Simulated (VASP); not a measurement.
# Nb (P-1) in VASP: a series of runs

The runs below take Nb through single point, with r2SCAN, PBE, HSE06.

Program: VASP 6.6.1. These are calculated values, not measurements. Logs are shortened: lines on timing, memory, paths and dates and some standing lists are left out, and cuts for length are marked.

## 1. The cell of the first run

The typed cell holds 1 atom: a = 2.707 Å, b = 3.357 Å, c = 2.926 Å, α = 126.55°, β = 106.47°, γ = 102.66°.

## 2. Single point, r2SCAN

Input file POSCAR:

```
Nb
1.0
   -1.4545883700      1.6009203400      1.6273015200
    1.6190107300     -1.9818268200      2.1726303600
    1.2182993000      1.7455377500     -2.0082080000
Nb
1
Direct
    0.0000000000      0.0000000000      0.0000000000
```

Input file INCAR.step1:

```
PREC = Accurate
ENCUT = 520
ISMEAR = -1
SIGMA = 0.05
LREAL = F
LASPH = T
NELM = 80
NBANDS = 12
GGA = PE
ALGO = Normal
EDIFF = 1E-4
LWAVE = T
LCHARG = F
```

Input file INCAR.step2:

```
PREC = Accurate
ENCUT = 520
EDIFF = 1E-6
ISMEAR = -1
SIGMA = 0.05
LREAL = F
LASPH = T
NELM = 80
ALGO = Normal
ISIF = 2
LWAVE = F
LCHARG = T
METAGGA = R2SCAN
LMIXTAU = T
LELF = T
LVHAR = T
NBANDS = 12
ISTART = 1
```

Input file KPOINTS:

```
regular mesh
0
Gamma
  7 6 7
```

Potentials or basis: VASP PAW PBE potentials, release 64 (Nb_sv).

Started as:

```
$ cat potpaw_PBE.64/Nb_sv/POTCAR > POTCAR
$ cp INCAR.step1 INCAR
$ mpirun -np 1 vasp_std > vasp.out
$ cp INCAR.step2 INCAR
$ mpirun -np 1 vasp_std > vasp.out
```

OUTCAR:

```text
PREC = Accurate
   ENCUT = 520
   EDIFF = 1E-6
   ISMEAR = -1
   LREAL = F
   LASPH = T
   NELM = 80
   ISIF = 2
   METAGGA = R2SCAN
   ISTART = 1

 ion  position               nearest neighbor table
   1  0.000  0.000  0.000-

  LATTYP: Found a triclinic cell.
 ALAT       =     2.7068216598
 B/A-ratio  =     1.6678830294
 C/A-ratio  =     3.0197523394
 COS(alpha) =     0.0039638989
 COS(beta)  =     0.5989314928
 COS(gamma) =     0.7833223595

  Lattice vectors:

 A1 = (  -1.4545883700,   1.6009203400,   1.6273015200)
 A2 = (  -2.6728876700,  -0.1446174100,   3.6355095200)
 A3 = (   0.9101435200,   8.0575474500,   1.0299109200)

Analysis of symmetry for initial positions (statically):
=====================================================================
 Subroutine PRICEL returns:
 Original cell was already a primitive cell.

 Routine SETGRP: Setting up the symmetry group for a
 triclinic supercell.

 Subroutine GETGRP returns: Found  2 space group operations
 (whereof  2 operations were pure point group operations)
 out of a pool of  2 trial point group operations.

The static configuration has the point symmetry S_2 .

Analysis of symmetry for dynamics (positions and initial velocities):
=====================================================================
 Subroutine PRICEL returns:
 Original cell was already a primitive cell.

 Routine SETGRP: Setting up the symmetry group for a
 triclinic supercell.

 Subroutine GETGRP returns: Found  2 space group operations
 (whereof  2 operations were pure point group operations)
 out of a pool of  2 trial point group operations.

The dynamic configuration has the point symmetry S_2 .

 Subroutine INISYM returns: Found  2 space group operations
 (whereof  2 operations are pure point group operations),
 and found     1 'primitive' translations

----------------------------------------------------------------------------------------

                                     Primitive cell

  volume of cell :      17.6977

  direct lattice vectors                    reciprocal lattice vectors
    -1.454588370  1.600920340  1.627301520     0.010595277  0.333276093  0.296111867
     1.619010730 -1.981826820  2.172630360     0.342162717  0.053033731  0.253673413
     1.218299300  1.745537750 -2.008208000     0.378762966  0.327437888  0.016433482

  length of vectors
     2.706821660  3.356956355  2.926440601     0.445945570  0.429229661  0.500946119

  position of ions in fractional coordinates (direct lattice)
     0.000000000  0.000000000  0.000000000

  ion indices of the primitive-cell ions
   primitive index   ion index
                 1           1

----------------------------------------------------------------------------------------

 KPOINTS: regular mesh

Automatic generation of k-mesh.
 Grid dimensions read from file:
 generate k-points for:    7    6    7

 Generating k-lattice:

  Cartesian coordinates                     Fractional coordinates (reciprocal lattice)
     0.001513611  0.047610870  0.042301695     0.142857143 -0.000000000  0.000000000
     0.057027120  0.008838955  0.042278902     0.000000000  0.166666667  0.000000000
     0.054108995  0.046776841  0.002347640    -0.000000000 -0.000000000  0.142857143

  Length of vectors
     0.063706510  0.071538277  0.071563731

  Shift w.r.t. Gamma in fractional coordinates (k-lattice)
     0.000000000  0.000000000  0.000000000

 Subroutine IBZKPT returns following result:
 ===========================================

 Found    148 irreducible k-points:

 Following reciprocal coordinates:
            Coordinates               Weight
  0.000000  0.000000  0.000000      1.000000
  0.142857  0.000000  0.000000      2.000000
  0.285714 -0.000000  0.000000      2.000000
  0.428571  0.000000 -0.000000      2.000000
 -0.000000  0.166667  0.000000      2.000000
  0.142857  0.166667 -0.000000      2.000000
[... 16 lines left out ...]
 -0.000000  0.000000  0.142857      2.000000
  0.142857 -0.000000  0.142857      2.000000
 [... further k-points ...]
   k-points           NKPTS =    148   k-points in BZ     NKDIM =    148   number of bands    NBANDS=     12
   number of dos      NEDOS =    301   number of ions     NIONS =      1
   total plane-waves  NPLWV =  13440
   dimension x,y,z NGX =    20 NGY =   28 NGZ =   24
   dimension x,y,z NGXF=    40 NGYF=   56 NGZF=   48
   ions per type =               1
   NGX,Y,Z   is equivalent  to a cutoff of  12.28, 13.87, 13.63 a.u.
   NGXF,Y,Z  is equivalent  to a cutoff of  24.57, 27.73, 27.27 a.u.
 SYSTEM =  unknown system
   PREC   = accura    normal or accurate (medium, high low for compatibility)
   ISTART =      1    job   : 0-new  1-cont  2-samecut
   ICHARG =      0    charge: 1-file 2-atom 10-const
   ISPIN  =      1    spin polarized calculation?
   LNONCOLLINEAR =      F non collinear calculations
   LSORBIT =      F    spin-orbit coupling
   LASPH  =      T    aspherical Exc in radial PAW
   ENCUT  =  520.0 eV  38.22 Ry    6.18 a.u.   5.03  6.24  5.44*2*pi/ulx,y,z
   NELM   =     80;   NELMIN=  2; NELMDL=  0     # of ELM steps
   EDIFF  = 0.1E-05   stopping-criterion for ELM
   LREAL  =      F    real-space projection
   EDIFFG = 0.1E-04   stopping-criterion for IOM
   NSW    =      0    number of steps for IOM
   IBRION =     -1    ionic relax: 0-MD 1-quasi-New 2-CG
   NFREE  =      0    steps in history (QN), initial steepest desc. (CG)
   ISIF   =      2    stress and relaxation
   ISYM   =      2    0-nonsym 1-usesym 2-fastsym
   POTIM  = 0.5000    time-step for ionic-motion
   TEBEG  =    0.0;   TEEND  =   0.0 temperature during run
   PSTRESS=    0.0 pullay stress
   NELECT =      13.0000    total number of electrons
   NUPDOWN=      -1.0000    fix difference up-down
   EMIN   =  10.00;   EMAX   =-10.00  energy-range for DOS
   EFERMI =   0.00;   METHOD = LEGACY
   ISMEAR =    -1;   SIGMA  =   0.05  broadening in eV -4-tet -1-fermi 0-gaus
   EFERMI_NEDOS =   21; number of points for ismear=-14 and -15
   IALGO  =     38    algorithm
   IMIX   =      4    mixing-type and parameters
     AMIX     =   0.40;   BMIX     =  1.00
     AMIX_MAG =   1.60;   BMIX_MAG =  1.00
  volume/ion in A,a.u.               =      17.70       119.43
  Fermi-wavevector in a.u.,A,eV,Ry     =   1.477124  2.791359 29.686481  2.181895
  Thomas-Fermi vector in A             =   2.591566
   LORBIT       =      0    0 simple, 1 ext, 2 COOP (PROOUT), +10 PAW based schemes
   METAGGA = R2SCAN    functional components
   LHFCALC =     F    Hartree Fock is set to
   AEXX    =    0.0000 exact exchange contribution
   IVDW    =     0    specifies the selected vdW correction
   LEPSILON=     F    determine dielectric tensor
   LRPA    =     F    only Hartree local field effects (RPA)
 non-spin polarized calculation
  energy-cutoff  :      520.00
  volume of cell :       17.70
 maximum number of plane-waves:       488
   NGX = 11   NGY = 13   NGZ = 11

 number of electron      13.0000000 magnetization

 Free energy of the ion-electron system (eV)
  ---------------------------------------------------
  ext. energy  EPLUGINS =         0.00000000
  ---------------------------------------------------
  free energy    TOTEN  =       -24.48481923 eV

  energy without entropy =      -24.47648825  energy(sigma->0) =      -24.48065374

 E-fermi :  11.7271     XC(G=0): -13.6521

 val. band max:       11.7270157123   @ k =  -0.1429   0.1667   0.2857
 cond. band min:      11.7656979819   @ k =   0.1429  -0.1667   0.1429
 fundamental gap:      0.0386822696
 Fermi energy:        11.7270850985

 k-point     1 :       0.0000    0.0000    0.0000
  band No.  band energies     occupation
      1     -44.7774      2.00000
      2     -19.6196      2.00000
      3     -18.9801      2.00000
      4     -18.7886      2.00000
      5       5.2063      2.00000
      6       9.3114      2.00000
      7      11.4747      1.98724
      8      13.5212      0.00000
      9      15.2350      0.00000
     10      16.9176      0.00000
     11      24.2616      0.00000
     12      26.1944      0.00000

 k-point     2 :       0.1429    0.0000    0.0000
  band No.  band energies     occupation
      1     -44.6872      2.00000
      2     -19.5798      2.00000
      3     -19.2837      2.00000
      4     -19.0995      2.00000
      5       6.0923      2.00000
      6       9.9539      2.00000
      7      12.1803      0.00023
      8      12.4935      0.00000
      9      14.8305      0.00000
     10      15.7764      0.00000
     11      25.9547      0.00000
     12      28.5111      0.00000

 k-point     3 :       0.2857   -0.0000    0.0000
  band No.  band energies     occupation
      1     -44.4787      2.00000
      2     -20.3221      2.00000
      3     -19.5087      2.00000
      4     -19.3383      2.00000
      5       7.5536      2.00000
      6      10.3036      2.00000
      7      12.1029      0.00109
      8      14.0287      0.00000
      9      14.3956      0.00000
     10      15.2375      0.00000
     11      25.3908      0.00000
     12      27.9734      0.00000
[... 286 lines left out ...]
 k-point    23 :      -0.0000    0.0000    0.1429
  band No.  band energies     occupation
      1     -44.6870      2.00000
      2     -19.7154      2.00000
      3     -19.3229      2.00000
      4     -18.9666      2.00000
      5       6.3382      2.00000
      6      10.0301      2.00000
      7      11.4012      1.99705
      8      13.7015      0.00000
      9      14.2262      0.00000
     10      15.7885      0.00000
     11      26.1774      0.00000
     12      28.0759      0.00000

 k-point    24 :       0.1429   -0.0000    0.1429
  band No.  band energies     occupation
      1     -44.5290      2.00000
      2     -20.0719      2.00000
      3     -19.6473      2.00000
      4     -19.2124      2.00000
      5       7.7468      2.00000
      6      10.4561      2.00000
      7      11.2957      1.99964
      8      12.9610      0.00000
      9      15.0001      0.00000
     10      15.6432      0.00000
     11      27.6832      0.00000
     12      28.4060      0.00000

 [... further k-points ...]

------------------------ aborting loop because EDIFF is reached ----------------------------------------

  FORCE on cell =-STRESS in cart. coord.  units (eV):
  Direction    XX          YY          ZZ          XY          YZ          ZX
  --------------------------------------------------------------------------------------
  -------------------------------------------------------------------------------------
  Total        2.7463435      0.1649570      0.3713233      0.0345095      1.1628142     -0.1800560
  in kB      248.6270122     14.9335869     33.6159674      3.1241541    105.2697992    -16.3005037
  external PRESSURE =      99.0588555 kB  Pullay stress =       0.0000000 kB

 VOLUME and BASIS-vectors are now :
 -----------------------------------------------------------------------------
  energy-cutoff  :      520.00
  volume of cell :       17.70
      direct lattice vectors                 reciprocal lattice vectors
    -1.454588370  1.600920340  1.627301520     0.010595277  0.333276093  0.296111867
     1.619010730 -1.981826820  2.172630360     0.342162717  0.053033731  0.253673413
     1.218299300  1.745537750 -2.008208000     0.378762966  0.327437888  0.016433482

 POSITION                                       TOTAL-FORCE (eV/Angst)
 -----------------------------------------------------------------------------------
      0.00000      0.00000      0.00000         0.000000      0.000000     -0.000000
 -----------------------------------------------------------------------------------
    total drift:                                0.000000      0.000000      0.000000

  FREE ENERGIE OF THE ION-ELECTRON SYSTEM (eV)
  ---------------------------------------------------
  free  energy   TOTEN  =       -24.4848192316 eV

  energy  without entropy=      -24.4764882529  energy(sigma->0) =      -24.48065374
```

It took 84 s on 1 thread of AMD EPYC 9R45 (Zen 5), shared host; peak memory 0.13 GiB.

What came out:

```yaml
Free_energy: -24.4848 eV
Pressure: 9.9 GPa
```

Stress tensor (GPa, compression positive):
```
24.86  0.31 -1.63
 0.31  1.49 10.53
-1.63 10.53  3.36
```

Levels at points of the mesh, in eV from the Fermi level:
```
           k point  band 4  band 5  band 6  band 7  band 8  band 9  band 10  band 11
(0.00, 0.00, 0.00)  -30.52   -6.52   -2.42   -0.25    1.79    3.51     5.19    12.53
(0.00, 0.50, 0.00)  -30.95   -4.22   -1.90    2.04    2.16    3.70     6.68    12.99
```

Caveat: the k points lie up to 0.45 Å⁻¹ apart; the PAW data sets were made with another functional, which shifts forces and pressure a little.

## 3. Single point, PBE, non-collinear spin, zero start, spin-orbit coupling

Input file INCAR:

```
ALGO = Fast
EDIFF = 1E-7
ENCUT = 520
GGA = PE
GGA_COMPAT = False
ISIF = 2
ISMEAR = -1
LASPH = True
LCHARG = False
LMAXMIX = 4
LNONCOLLINEAR = True
LORBIT = 11
LORBMOM = True
LREAL = False
LSORBIT = True
LWAVE = False
MAGMOM = 0 0 0
NBANDS = 24
NELM = 150
PREC = Accurate
SIGMA = 0.1
```

Input file KPOINTS:

```
k-points
0
Gamma
  9 8 9
```

POSCAR is that of step 2.

Potentials or basis: VASP PAW PBE potentials, release 64 (Nb_sv).

Started as:

```
$ cat potpaw_PBE.64/Nb_sv/POTCAR > POTCAR
$ mpirun -np 1 vasp_ncl > vasp.out
```

Run time: 8.5 min. Hardware: 1 thread of Intel Xeon 6975P-C (Granite Rapids), shared host; peak memory 0.33 GiB.

Results (log left out):

```yaml
Free_energy: -9.9530 eV
Pressure: 11.4 GPa
Net_moment: 0.00 μB per cell
Valence_electrons_inside_the_program's_atomic_spheres: Nb 10.86
```

Stress tensor (GPa, compression positive):
```
26.50  0.21 -2.17
 0.21  1.63 13.23
-2.17 13.23  6.07
```

Moments on the atoms (μB; x, y, z):
```
Nb  0.00 0.00 0.00
```

## 4. Single point, HSE06

POSCAR is that of step 3.

Input file INCAR.step1:

```
SYSTEM = Nb
PREC     = Accurate       ! precision mode
ENCUT    = 520            ! plane-wave cutoff, eV
EDIFF    = 1E-5           ! SCF threshold, eV
ISMEAR   = -1             ! smearing method
SIGMA    = 0.05           ! smearing width, eV
LREAL    = .FALSE.        ! projectors in reciprocal space
LASPH    = .TRUE.         ! aspherical terms in the spheres
NELM     = 60             ! most SCF steps
ALGO     = Normal         ! electronic algorithm
ISIF     = 2              ! what is computed and relaxed
LWAVE    = .TRUE.         ! write WAVECAR
LCHARG   = .FALSE.        ! write CHGCAR
NBANDS   = 12             ! bands
GGA      = PE             ! functional
KPAR     = 4
```

Input file INCAR.step2:

```
SYSTEM = Nb
PREC     = Accurate       ! precision mode
ENCUT    = 520            ! plane-wave cutoff, eV
EDIFF    = 1E-7           ! SCF threshold, eV
ISMEAR   = -1             ! smearing method
SIGMA    = 0.05           ! smearing width, eV
LREAL    = .FALSE.        ! projectors in reciprocal space
LASPH    = .TRUE.         ! aspherical terms in the spheres
NELM     = 60             ! most SCF steps
ALGO     = Normal         ! electronic algorithm
ISIF     = 2              ! what is computed and relaxed
LWAVE    = .FALSE.        ! write WAVECAR
LCHARG   = .FALSE.        ! write CHGCAR
GGA      = PE             ! functional
LHFCALC  = .TRUE.         ! exact exchange
HFSCREEN = 0.2079         ! screening, 1/A
PRECFOCK = Normal       
NBANDS   = 12             ! bands
ISTART   = 1            
KPAR     = 4
```

Input file KPOINTS:

```
Automatic mesh
0
G
  6 6 7
  0 0 0
```

Started as:

```
$ cat potpaw_PBE.64/Nb_sv/POTCAR > POTCAR
$ cp INCAR.step1 INCAR
$ mpirun -np 4 vasp_std > vasp.out
$ cp INCAR.step2 INCAR
$ mpirun -np 4 vasp_std > vasp.out
```

It took 19 min on 4 MPI ranks of Intel Xeon Platinum 8488C (Sapphire Rapids), shared host; peak memory 0.25 GiB.

Results (log left out):

```
Free energy : -11.4996 eV
Pressure    : 6.2 GPa
```

Stress tensor (GPa, compression positive):
```
22.77  0.45 -0.65
 0.45 -2.82  9.28
-0.65  9.28 -1.50
```

Levels at points of the mesh, in eV from the Fermi level:
```tsv
k point	band 2	band 3	band 4	band 5	band 6	band 7	band 8	band 9	band 10	band 11
(0.00, 0.00, 0.00)	-32.81	-32.13	-31.94	-7.28	-2.87	-0.54	2.08	3.97	5.74	12.59
(0.50, 0.00, 0.00)	-34.46	-32.85	-32.49	-5.00	-1.24	1.63	2.66	3.21	7.84	12.44
(0.00, 0.50, 0.00)	-34.42	-32.65	-32.36	-4.80	-2.26	1.92	2.43	4.15	7.15	13.08
(0.50, 0.50, 0.00)	-34.24	-32.73	-32.33	-4.95	-3.79	2.28	4.31	5.71	7.31	13.27
```

Caveat: the k points lie up to 0.47 Å⁻¹ apart; the PAW data sets were made with another functional, which shifts forces and pressure a little.

## 5. Overview

| level | spin | k mesh | smearing | grid for exact exchange (PRECFOCK) | screening parameter | gap on the mesh (eV) | pressure (GPa) |
| --- | --- | --- | --- | --- | --- | --- | --- |
| r2SCAN | off | 7 × 6 × 7 | fermi-dirac 0.05 eV | - | - | none | 9.9 |
| PBE | non-collinear, zero start, SOC | 9 × 8 × 9 | fermi-dirac 0.1 eV | - | - | - | 11.4 |
| HSE06 | off | 6 × 6 × 7 | fermi-dirac 0.05 eV | Normal | 0.2079 1/Å | none | 6.2 |

Alike in all rows: task single point; potentials or basis VASP PAW PBE potentials, release 64 (Nb_sv); cell as given; cutoff (eV) 520.

Caveats: some runs use coarse meshes; the PAW data sets were made with another functional, which shifts forces and pressure a little (some runs).

Total energies depend on the potentials used, so only differences within one code and one set of settings carry meaning.
